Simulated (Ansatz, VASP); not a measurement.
One calculation of NiSb, two programs

```
CELL_PARAMETERS angstrom
3.87911 0.00000 0.00000
-1.93956 3.35941 0.00000
0.00000 0.00000 5.02852
ATOMIC_POSITIONS crystal
Ni 0.00000 0.00000 0.00000
Ni 0.00000 0.00000 0.50000
Sb 0.33333 0.66667 0.25000
Sb 0.66667 0.33333 0.75000
```

Alike in both runs: functional LDA; k mesh 12 × 12 × 8; occupations gaussian, width 0.1 eV; no spin polarisation.

Ansatz relaxed the structure, and its values are those at the end. VASP's run is a single point on that final structure, the one shown.

|  | VASP | Ansatz |
| --- | --- | --- |
| version | VASP 6.6.1 | Ansatz 0.2.0 |
| potentials or method | VASP PAW LDA potentials, release 64 (Ni, Sb), cutoff 520 eV | scalar-relativistic, plane waves, PAW |
| valence electrons in the cell | 30 | 66 |

VASP gave:

| Quantity | Value |
| --- | --- |
| gap on the k mesh at the Fermi level (eV) | none |
| pressure (GPa) | 0.3 |

Problem. What did Ansatz give for the same quantities?

Solution. gap on the k mesh at the Fermi level (eV): none; pressure (GPa): 0.0.

LDA's correlation is that of Perdew and Zunger in VASP and of Perdew and Wang (1992) in Ansatz. A gap of «none» marks a metal or a gap that the smearing closes. VASP's potentials hold 30 valence electrons a cell and Ansatz's 66, so a difference there can come from the potentials and not from the codes.

Spin-orbit coupling is off throughout.
